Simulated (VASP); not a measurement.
# Al2Pt (Fm-3m) in VASP: further runs, part 2 of 3

VASP 6.6.1.

## (3) Electric field gradients, PBEsol

The input, INCAR:

```
PREC = Accurate
ENCUT = 520
EDIFF = 1E-8
ISMEAR = -1
SIGMA = 0.05
LREAL = F
LASPH = T
NELM = 80
ALGO = Normal
ISIF = 2
LWAVE = F
LCHARG = F
GGA = PS
LEFG = T
NBANDS = 44
```

The input, KPOINTS:

```
Automatic mesh
0
Gamma
  6 6 6
```

The input, POSCAR:

```
Al2Pt
1.0
    5.9100000000      0.0000000000      0.0000000000
    0.0000000000      5.9100000000      0.0000000000
    0.0000000000      0.0000000000      5.9100000000
Al Pt
8 4
Direct
    0.2500000000      0.2500000000      0.2500000000
    0.7500000000      0.7500000000      0.2500000000
    0.7500000000      0.2500000000      0.7500000000
    0.2500000000      0.7500000000      0.7500000000
    0.7500000000      0.7500000000      0.7500000000
    0.2500000000      0.2500000000      0.7500000000
    0.2500000000      0.7500000000      0.2500000000
    0.7500000000      0.2500000000      0.2500000000
    0.0000000000      0.0000000000      0.0000000000
    0.5000000000      0.5000000000      0.0000000000
    0.5000000000      0.0000000000      0.5000000000
    0.0000000000      0.5000000000      0.5000000000
```

Potentials or basis: VASP PAW PBE potentials, release 64 (Al, Pt).

The run is started by

```console
$ cat potpaw_PBE.64/Al/POTCAR potpaw_PBE.64/Pt/POTCAR > POTCAR
$ mpirun -np 1 vasp_std > vasp.out
```

OUTCAR:

```text
PREC = Accurate
   ENCUT = 520
   EDIFF = 1E-8
   ISMEAR = -1
   LREAL = F
   LASPH = T
   NELM = 80
   ISIF = 2
   GGA = PS

 ion  position               nearest neighbor table
   1  0.250  0.250  0.250-   9 2.56  10 2.56  11 2.56  12 2.56   7 2.96   8 2.96   6 2.96   6 2.96
                             7 2.96   8 2.96
   2  0.750  0.750  0.250-   9 2.56  10 2.56  11 2.56  12 2.56   7 2.96   8 2.96   5 2.96   5 2.96
                             8 2.96   7 2.96
   3  0.750  0.250  0.750-   9 2.56  10 2.56  11 2.56  12 2.56   6 2.96   8 2.96   5 2.96   8 2.96
                             5 2.96   6 2.96
   4  0.250  0.750  0.750-   9 2.56  10 2.56  11 2.56  12 2.56   6 2.96   7 2.96   5 2.96   7 2.96
                             6 2.96   5 2.96
   5  0.750  0.750  0.750-   9 2.56  10 2.56  11 2.56  12 2.56   3 2.96   4 2.96   2 2.96   2 2.96
                             3 2.96   4 2.96
   6  0.250  0.250  0.750-   9 2.56  10 2.56  11 2.56  12 2.56   3 2.96   4 2.96   1 2.96   1 2.96
                             4 2.96   3 2.96
   7  0.250  0.750  0.250-   9 2.56  10 2.56  11 2.56  12 2.56   2 2.96   4 2.96   1 2.96   4 2.96
                             1 2.96   2 2.96
   8  0.750  0.250  0.250-   9 2.56  10 2.56  11 2.56  12 2.56   2 2.96   3 2.96   1 2.96   3 2.96
                             2 2.96   1 2.96
   9  0.000  0.000  0.000-   1 2.56   2 2.56   3 2.56   4 2.56   5 2.56   6 2.56   7 2.56   8 2.56

  10  0.500  0.500  0.000-   1 2.56   2 2.56   3 2.56   4 2.56   5 2.56   6 2.56   7 2.56   8 2.56

  11  0.500  0.000  0.500-   1 2.56   2 2.56   3 2.56   4 2.56   5 2.56   6 2.56   7 2.56   8 2.56

  12  0.000  0.500  0.500-   1 2.56   2 2.56   3 2.56   4 2.56   5 2.56   6 2.56   7 2.56   8 2.56

  LATTYP: Found a simple cubic cell.
 ALAT       =     5.9100000000

  Lattice vectors:

 A1 = (   5.9100000000,   0.0000000000,   0.0000000000)
 A2 = (   0.0000000000,   5.9100000000,   0.0000000000)
 A3 = (   0.0000000000,   0.0000000000,   5.9100000000)

Analysis of symmetry for initial positions (statically):
=====================================================================
 Subroutine PRICEL returns following result:

  LATTYP: Found a face centered cubic cell.
 ALAT       =     5.9100000000

  Lattice vectors:

 A1 = (   2.9550000000,  -2.9550000000,   0.0000000000)
 A2 = (   2.9550000000,   0.0000000000,   2.9550000000)
 A3 = (   0.0000000000,  -2.9550000000,   2.9550000000)

   4 primitive cells build up your supercell.

 Routine SETGRP: Setting up the symmetry group for a
 simple cubic supercell.

 Subroutine GETGRP returns: Found 48 space group operations
 (whereof 48 operations were pure point group operations)
 out of a pool of 48 trial point group operations.

The static configuration has the point symmetry O_h .

Analysis of symmetry for dynamics (positions and initial velocities):
=====================================================================
 Subroutine PRICEL returns following result:

  LATTYP: Found a face centered cubic cell.
 ALAT       =     5.9100000000

  Lattice vectors:

[... 164 lines left out ...]

 k-point     1 :       0.0000    0.0000    0.0000
  band No.  band energies     occupation
      1      -2.4453      2.00000
      2       1.5005      2.00000
      3       1.5005      2.00000
      4       1.5005      2.00000
      5       1.7071      2.00000
      6       1.7071      2.00000
[... 929 lines left out ...]
     43      12.9465      0.00000
     44      12.9465      0.00000

------------------------ aborting loop because EDIFF is reached ----------------------------------------

  FORCE on cell =-STRESS in cart. coord.  units (eV):
  Direction    XX          YY          ZZ          XY          YZ          ZX
  --------------------------------------------------------------------------------------
  -------------------------------------------------------------------------------------
  Total       -1.2561182     -1.2561182     -1.2561182     -0.0000000      0.0000000     -0.0000000
  in kB       -9.7494171     -9.7494171     -9.7494171     -0.0000000      0.0000000     -0.0000000
  external PRESSURE =      -9.7494171 kB  Pullay stress =       0.0000000 kB

 VOLUME and BASIS-vectors are now :
 -----------------------------------------------------------------------------
  energy-cutoff  :      520.00
  volume of cell :      206.43
      direct lattice vectors                 reciprocal lattice vectors
     5.910000000  0.000000000  0.000000000     0.169204738  0.000000000  0.000000000
     0.000000000  5.910000000  0.000000000     0.000000000  0.169204738  0.000000000
     0.000000000  0.000000000  5.910000000     0.000000000  0.000000000  0.169204738

 POSITION                                       TOTAL-FORCE (eV/Angst)
 -----------------------------------------------------------------------------------
      1.47750      1.47750      1.47750        -0.000000     -0.000000     -0.000000
      4.43250      4.43250      1.47750        -0.000000      0.000000     -0.000000
      4.43250      1.47750      4.43250        -0.000000      0.000000      0.000000
      1.47750      4.43250      4.43250         0.000000     -0.000000     -0.000000
      4.43250      4.43250      4.43250        -0.000000      0.000000     -0.000000
      1.47750      1.47750      4.43250        -0.000000     -0.000000     -0.000000
      1.47750      4.43250      1.47750        -0.000000      0.000000     -0.000000
      4.43250      1.47750      1.47750        -0.000000     -0.000000      0.000000
      0.00000      0.00000      0.00000        -0.000000      0.000000      0.000000
      2.95500      2.95500      0.00000         0.000000      0.000000      0.000000
      2.95500      0.00000      2.95500         0.000000      0.000000      0.000000
      0.00000      2.95500      2.95500         0.000000     -0.000000     -0.000000
 -----------------------------------------------------------------------------------
    total drift:                                0.000000      0.000000     -0.000000

  FREE ENERGIE OF THE ION-ELECTRON SYSTEM (eV)
  ---------------------------------------------------
  free  energy   TOTEN  =       -71.0689875184 eV

  energy  without entropy=      -71.0307698956  energy(sigma->0) =      -71.04987871

 Electric field gradients (V/A^2)
---------------------------------------------------------------------
 ion       V_xx      V_yy      V_zz      V_xy      V_xz      V_yz
---------------------------------------------------------------------
   1       0.000     0.000     0.000     0.000     0.000     0.000
   2       0.000     0.000     0.000     0.000     0.000     0.000
   3       0.000     0.000     0.000     0.000     0.000     0.000
   4      -0.000     0.000     0.000     0.000     0.000     0.000
   5       0.000     0.000     0.000     0.000     0.000     0.000
   6      -0.000     0.000     0.000     0.000     0.000     0.000
   7      -0.000     0.000     0.000     0.000     0.000     0.000
   8       0.000     0.000     0.000     0.000     0.000     0.000
   9      -0.000    -0.000    -0.000     0.000     0.000     0.000
  10      -0.000    -0.000    -0.000     0.000    -0.000     0.000
  11      -0.000    -0.000    -0.000     0.000    -0.000     0.000
  12      -0.000    -0.000    -0.000     0.000    -0.000     0.000
---------------------------------------------------------------------

 Electric field gradients after diagonalization (V/A^2)
 (convention: |V_zz| > |V_xx| > |V_yy|)
----------------------------------------------------------------------
 ion       V_xx      V_yy      V_zz     asymmetry (V_yy - V_xx)/ V_zz
----------------------------------------------------------------------
   1       0.000     0.000     0.000      -0.262
   2       0.000     0.000     0.000      -0.195
   3       0.000     0.000     0.000      -0.215
   4       0.000    -0.000     0.000      -0.491
   5       0.000     0.000     0.000      -0.276
   6       0.000    -0.000     0.000      -0.336
   7       0.000    -0.000     0.000      -0.436
   8       0.000     0.000     0.000      -0.182
   9      -0.000    -0.000    -0.000      -0.018
  10      -0.000    -0.000    -0.000      -0.010
  11      -0.000    -0.000    -0.000      -0.015
  12      -0.000    -0.000    -0.000      -0.014
----------------------------------------------------------------------

           NMR quadrupolar parameters

 Cq : quadrupolar parameter    Cq=e*Q*V_zz/h
 eta: asymmetry parameters     (V_yy - V_xx)/ V_zz
 Q  : nuclear electric quadrupole moment in mb (millibarn)
----------------------------------------------------------------------
 ion       Cq(MHz)       eta       Q (mb)
----------------------------------------------------------------------
   1       0.000      -0.262       1.000
   2       0.000      -0.195       1.000
   3       0.000      -0.215       1.000
   4       0.000      -0.491       1.000
   5       0.000      -0.276       1.000
   6       0.000      -0.336       1.000
   7       0.000      -0.436       1.000
   8       0.000      -0.182       1.000
   9      -0.000      -0.018       1.000
  10      -0.000      -0.010       1.000
  11      -0.000      -0.015       1.000
  12      -0.000      -0.014       1.000
----------------------------------------------------------------------
```

Wall time 4.6 min (1 thread of Oxide Virtual Turin-like, shared host); peak memory 0.36 GiB.

What came out:

```
Free energy                             : -71.0690 eV
Pressure                                : -1.0 GPa
Band gap on the k mesh                  : zero (bands 32 and 33 overlap by 2.62 eV)
Largest electric field gradient by atom : under 0.05 V/Å² on every atom
```

Caveat: the PAW data sets were made with another functional, which shifts forces and pressure a little; spin-orbit coupling is left out, which moves the levels of the heavy elements.

## (4) Electric field gradients, LDA

The input, INCAR:

```
PREC = Accurate ; ENCUT = 520
EDIFF = 1E-8 ; ISMEAR = -1
SIGMA = 0.05 ; LREAL = False
LASPH = True ; NELM = 100
ALGO = Normal ; ISIF = 2
LWAVE = False ; LCHARG = False
GGA = CA ; LEFG = True
NBANDS = 44
```

KPOINTS is that of step 3.

POSCAR is that of step 3.

Potentials or basis: VASP PAW LDA potentials, release 64 (Al, Pt).

The run is started by

```console
$ cat potpaw_LDA.64/Al/POTCAR potpaw_LDA.64/Pt/POTCAR > POTCAR
$ mpirun -np 1 vasp_std > vasp.out
```

OUTCAR:

```text
PREC = Accurate
   ENCUT = 520
   EDIFF = 1E-8
   ISMEAR = -1
   LREAL = False
   LASPH = True
   NELM = 100
   ISIF = 2
   GGA = CA

 ion  position               nearest neighbor table
   1  0.250  0.250  0.250-   9 2.56  10 2.56  11 2.56  12 2.56   7 2.96   8 2.96   6 2.96   6 2.96
                             7 2.96   8 2.96
   2  0.750  0.750  0.250-   9 2.56  10 2.56  11 2.56  12 2.56   7 2.96   8 2.96   5 2.96   5 2.96
                             8 2.96   7 2.96
   3  0.750  0.250  0.750-   9 2.56  10 2.56  11 2.56  12 2.56   6 2.96   8 2.96   5 2.96   8 2.96
                             5 2.96   6 2.96
   4  0.250  0.750  0.750-   9 2.56  10 2.56  11 2.56  12 2.56   6 2.96   7 2.96   5 2.96   7 2.96
                             6 2.96   5 2.96
   5  0.750  0.750  0.750-   9 2.56  10 2.56  11 2.56  12 2.56   3 2.96   4 2.96   2 2.96   2 2.96
                             3 2.96   4 2.96
   6  0.250  0.250  0.750-   9 2.56  10 2.56  11 2.56  12 2.56   3 2.96   4 2.96   1 2.96   1 2.96
                             4 2.96   3 2.96
   7  0.250  0.750  0.250-   9 2.56  10 2.56  11 2.56  12 2.56   2 2.96   4 2.96   1 2.96   4 2.96
[... 1225 lines left out ...]
   3      -0.000    -0.000     0.000       0.102
   4       0.000    -0.000    -0.000       1.340
   5      -0.000    -0.000     0.000       0.143
   6       0.000    -0.000    -0.000       1.755
   7       0.000    -0.000    -0.000       1.505
   8      -0.000    -0.000     0.000       0.519
   9       0.000    -0.000     0.000      -1.271
  10       0.000    -0.000     0.000      -1.252
  11       0.000    -0.000     0.000      -1.289
  12       0.000    -0.000     0.000      -1.310
----------------------------------------------------------------------

           NMR quadrupolar parameters

 Cq : quadrupolar parameter    Cq=e*Q*V_zz/h
 eta: asymmetry parameters     (V_yy - V_xx)/ V_zz
 Q  : nuclear electric quadrupole moment in mb (millibarn)
----------------------------------------------------------------------
 ion       Cq(MHz)       eta       Q (mb)
----------------------------------------------------------------------
   1       0.000       0.351       1.000
   2       0.000       0.157       1.000
   3       0.000       0.102       1.000
   4      -0.000       1.340       1.000
   5       0.000       0.143       1.000
   6      -0.000       1.755       1.000
   7      -0.000       1.505       1.000
   8       0.000       0.519       1.000
   9       0.000      -1.271       1.000
  10       0.000      -1.252       1.000
  11       0.000      -1.289       1.000
  12       0.000      -1.310       1.000
----------------------------------------------------------------------
```

OSZICAR:

```text
N       E                     dE             d eps       ncg     rms          rms(c)
DAV:   1     0.244093245277E+03    0.24409E+03   -0.27126E+04  1760   0.127E+03
DAV:   2    -0.624374009523E+02   -0.30653E+03   -0.28293E+03  2056   0.225E+02
DAV:   3    -0.767166642782E+02   -0.14279E+02   -0.13921E+02  2128   0.436E+01
DAV:   4    -0.769068496454E+02   -0.19019E+00   -0.18984E+00  2056   0.578E+00
DAV:   5    -0.769097380787E+02   -0.28884E-02   -0.28878E-02  2072   0.741E-01    0.172E+01
DAV:   6    -0.748945348760E+02    0.20152E+01   -0.98733E+00  2048   0.165E+01    0.438E+00
DAV:   7    -0.744981296014E+02    0.39641E+00   -0.97591E-01  1996   0.507E+00    0.328E+00
DAV:   8    -0.743474672548E+02    0.15066E+00   -0.15858E-01  1940   0.201E+00    0.564E-01
DAV:   9    -0.743451156925E+02    0.23516E-02   -0.11401E-02  1996   0.522E-01    0.327E-01
DAV:  10    -0.743450793690E+02    0.36324E-04   -0.19184E-03  1916   0.220E-01    0.599E-02
DAV:  11    -0.743449973866E+02    0.81982E-04   -0.34500E-04  1900   0.105E-01    0.150E-02
DAV:  12    -0.743450006590E+02   -0.32724E-05   -0.20702E-05  2100   0.176E-02    0.922E-03
DAV:  13    -0.743449985520E+02    0.21070E-05   -0.12200E-05  2020   0.181E-02    0.276E-03
DAV:  14    -0.743449985300E+02    0.22006E-07   -0.53971E-07  1952   0.411E-03    0.407E-04
DAV:  15    -0.743449985319E+02   -0.18640E-08   -0.43646E-09  1164   0.346E-04
   1 F= -.74344999E+02 E0= -.74325718E+02  d E =-.385603E-01
```

stdout:

```text
POSCAR found type information on POSCAR AlPt
 POSCAR found :  2 types and      12 ions
 scaLAPACK will be used
 LDA part: xc-table for (Slater(with rela. corr.)+CA(PZ))
 , standard interpolation
 POSCAR, INCAR and KPOINTS ok, starting setup
 FFT: planning ... GRIDC
 FFT: planning ... GRID_SOFT
 FFT: planning ... GRID
 WAVECAR not read
 entering main loop
ion   1

ion   2

ion   3

ion   4

ion   5

ion   6

ion   7

ion   8

ion   9

ion  10

ion  11

ion  12
```

It took 4.1 min on 1 thread of Oxide Virtual Turin-like, shared host; peak memory 0.3 GiB.

What came out:

```yaml
Free_energy: -74.3450 eV
Pressure: -3.6 GPa
Band_gap_on_the_k_mesh: zero (bands 32 and 33 overlap by 2.61 eV)
Largest_electric_field_gradient_by_atom: under 0.05 V/Å² on every atom
```

Caveat: the cell stands under tension; spin-orbit coupling is left out, which moves the levels of the heavy elements.

[end of part 2 of 3]
